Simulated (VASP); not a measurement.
Input of a VASP 6.6.1 run:

Contents of POSCAR:

```
C
1.0
    0.0000000000      1.7951807415      1.7951807415
    1.7951807415      0.0000000000      1.7951807415
    1.7951807415      1.7951807415      0.0000000000
C
2
Direct
    0.7500000000      0.7500000000      0.7500000000
    0.5000000000      0.5000000000      0.5000000000
```

File INCAR.step1:

```
PREC     = Accurate       # precision mode
ENCUT    = 520            # plane-wave cutoff, eV
EDIFF    = 1E-5           # SCF threshold, eV
ISMEAR   = -1             # smearing method
SIGMA    = 0.05           # smearing width, eV
LREAL    = False          # projectors in reciprocal space
LASPH    = True           # aspherical terms in the spheres
NELM     = 80             # most SCF steps
ALGO     = Normal         # electronic algorithm
ISIF     = 2              # what is computed and relaxed
LWAVE    = True           # write WAVECAR
LCHARG   = False          # write CHGCAR
GGA      = PE             # functional
NBANDS   = 11             # bands
```

File INCAR.step2:

```
PREC     = Accurate       # precision mode
ENCUT    = 520            # plane-wave cutoff, eV
EDIFF    = 1E-6           # SCF threshold, eV
ISMEAR   = -1             # smearing method
SIGMA    = 0.05           # smearing width, eV
LREAL    = False          # projectors in reciprocal space
LASPH    = True           # aspherical terms in the spheres
NELM     = 80             # most SCF steps
ALGO     = Normal         # electronic algorithm
ISIF     = 2              # what is computed and relaxed
LWAVE    = False          # write WAVECAR
LCHARG   = False          # write CHGCAR
METAGGA  = R2SCAN         # meta-GGA
LHFCALC  = True           # exact exchange
AEXX     = 0.5            # exact-exchange fraction
LMIXTAU  = True         
PRECFOCK = Normal       
ISTART   = 1            
NBANDS   = 11             # bands
```

KPOINTS

```
regular mesh
0
Gamma
  7 7 7
```

Potentials or basis: VASP PAW PBE potentials, release 64 (C).

Command:

```bash
$ cat potpaw_PBE.64/C/POTCAR > POTCAR
$ cp INCAR.step1 INCAR
$ mpirun -np 1 vasp_std > vasp.out
$ cp INCAR.step2 INCAR
$ mpirun -np 1 vasp_std > vasp.out
```

Task: Predict the band gap on the k mesh.

Result: 8.06 eV (least direct gap 9.81 eV).

Task: What does it give for the pressure?

Result: -25.6 GPa.

Caveat: the k points lie up to 0.43 Å⁻¹ apart; the PAW data sets were made with another functional, which shifts forces and pressure a little; an odd mesh through Γ misses points on the zone boundary, where band edges can lie.
